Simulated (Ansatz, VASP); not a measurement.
**Al in VASP and in Ansatz**

```
Al
1.0
     2.81956    0.00000    0.00000
    -1.40978    2.44181    0.00000
     0.00000    0.00000    9.06997
Al
4
Direct
  0.00000 0.00000 0.00000
  0.33333 0.66667 0.25000
  0.00000 0.00000 0.50000
  0.66667 0.33333 0.75000
```

Alike in both runs: task single point; functional PBEsol; dispersion D3(BJ); k mesh 18 × 18 × 6; occupations gaussian, width 0.15 eV; no spin polarisation.

```csv
,VASP,Ansatz
version,VASP 6.6.1,Ansatz 0.2.0
potentials or method,"VASP PAW PBE potentials, release 64 (Al), cutoff 520 eV","scalar-relativistic, plane waves, PAW"
valence electrons in the cell,12,12
```

Ansatz gave:

| Item | Value |
| --- | --- |
| gap on the k mesh at the Fermi level (eV) | none |
| pressure (GPa) | 0.0 |
| traceless stress, the component that is largest in VASP (GPa) | 1.47 |

Task: Which values does VASP return?

Result: gap on the k mesh at the Fermi level (eV): none; pressure (GPa): 0.1; traceless stress, the component that is largest in VASP (GPa): 1.48.

VASP's potentials were made for PBE, not for PBEsol, and Ansatz warns of the same on its side. A gap of «none» marks a metal or a gap that the smearing closes.
